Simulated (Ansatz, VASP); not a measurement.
# One calculation of Ta3Cu, two programs

INCAR

```
ALGO = Fast
EDIFF = 1E-6
EDIFFG = -0.04
ENCUT = 600
GGA = PE
IBRION = 2
ISIF = 3
ISMEAR = 0
LASPH = True
LCHARG = False
LREAL = False
LWAVE = False
NELM = 80
NSW = 90
PREC = Accurate
SIGMA = 0.1
```

The input KPOINTS:

```
k-points
0
Gamma
  6 6 6
```

Contents of POSCAR:

```
Ta3Cu
1.0
    0.0000000000      3.1370607000      3.1370607000
    3.1370607000      0.0000000000      3.1370607000
    3.1370607000      3.1370607000      0.0000000000
Ta Cu
3 1
Direct
    0.7500000000      0.7500000000      0.7500000000
    0.2500000000      0.2500000000      0.2500000000
    0.0000000000      0.0000000000      0.0000000000
    0.5000000000      0.5000000000      0.5000000000
```

Input for Ansatz:

```yaml
crystal:
  lattice:
    - [0.0, 3.1370607, 3.1370607]
    - [3.1370607, 0.0, 3.1370607]
    - [3.1370607, 3.1370607, 0.0]
  atoms:
    - { symbol: Ta, position: [0.75, 0.75, 0.75] }
    - { symbol: Ta, position: [0.25, 0.25, 0.25] }
    - { symbol: Ta, position: [0.0, 0.0, 0.0] }
    - { symbol: Cu, position: [0.5, 0.5, 0.5] }
basis:
  ecutwfc: 420
kpoints:
  mp_grid: { grid: [6, 6, 6] }
hamiltonian:
  xc: pbe
scf:
  occupations: { method: gaussian, width: 0.1 }
  lower_state_search: "off"
output:
  forces: true
  stress: true
  eigenvalues: true
relax:
  adjacent_minimum: "off"
  f_tol: 0.04
  max_steps: 70
  cell: { stress_tol: 0.4 }
```

Alike in both runs: task relaxation of cell and atoms; functional PBE; k mesh 6 × 6 × 6; occupations gaussian, width 0.1 eV; no spin polarisation.

|  | VASP | Ansatz |
| --- | --- | --- |
| version | VASP 6.6.1 | Ansatz 0.2.0 |
| potentials or method | VASP PAW PBE potentials, release 64 (Ta_pv, Cu), cutoff 600 eV | scalar-relativistic, plane waves, PAW |
| valence electrons in the cell | 44 | 58 |

|  | VASP | Ansatz | Ansatz less VASP |
| --- | --- | --- | --- |
| gap on the k mesh at the Fermi level, each at its own relaxed structure (eV) | none | none | - |
| relaxed volume (Å³/atom) | 16.91 | 16.84 | -0.065 |
| relaxed cell length with the largest relative difference (Å) | 4.573 | 4.567 | -0.0059 |

A gap of «none» marks a metal or a gap that the smearing closes. VASP's potentials hold 44 valence electrons a cell and Ansatz's 58, so a difference there can come from the potentials and not from the codes.

Neither program's run includes spin-orbit coupling.
